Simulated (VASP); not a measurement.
Here is a VASP 6.6.1 calculation.

File INCAR:

```
SYSTEM = CaO
  PREC = Accurate
  ENCUT = 520
  EDIFF = 1E-7
  ISMEAR = -1
  SIGMA = 0.02
  LREAL = .False.
  LASPH = .True.
  NELM = 100
  ALGO = Normal
  ISIF = 2
  LWAVE = .False.
  LCHARG = .False.
  GGA = PE
  NBANDS = 15
```

File KPOINTS:

```
regular mesh
0
Gamma
  8 8 8
  0 0 0
```

Contents of POSCAR:

```
CaO
1.0
    2.9274739900     -0.0904117310     -0.0904117310
   -0.0904117310      2.9274739900     -0.0904117310
   -0.0904117310     -0.0904117310      2.9274739900
Ca O
1 1
Direct
    0.0000000000      0.0000000000      0.0000000000
    0.5000000000      0.5000000000      0.5000000000
```

Potentials or basis: VASP PAW PBE potentials, release 64 (Ca_sv, O).

Run with:

```sh
$ cat potpaw_PBE.64/Ca_sv/POTCAR potpaw_PBE.64/O/POTCAR > POTCAR
$ mpirun -np 1 vasp_std > vasp.out
```

Problem. What does it give for the band gap on the k mesh?

Solution. 2.88 eV, indirect (least direct gap 3.16 eV).

Problem. Predict the pressure.

Solution. 3.0 GPa.

Stress tensor (GPa, compression positive):
```
2.99 0.57 0.57
0.57 2.99 0.57
0.57 0.57 2.99
```

Caveat: the cell differs from its parent crystal (epitaxial 111 strain +4.0%). A k mesh can miss the band edges.
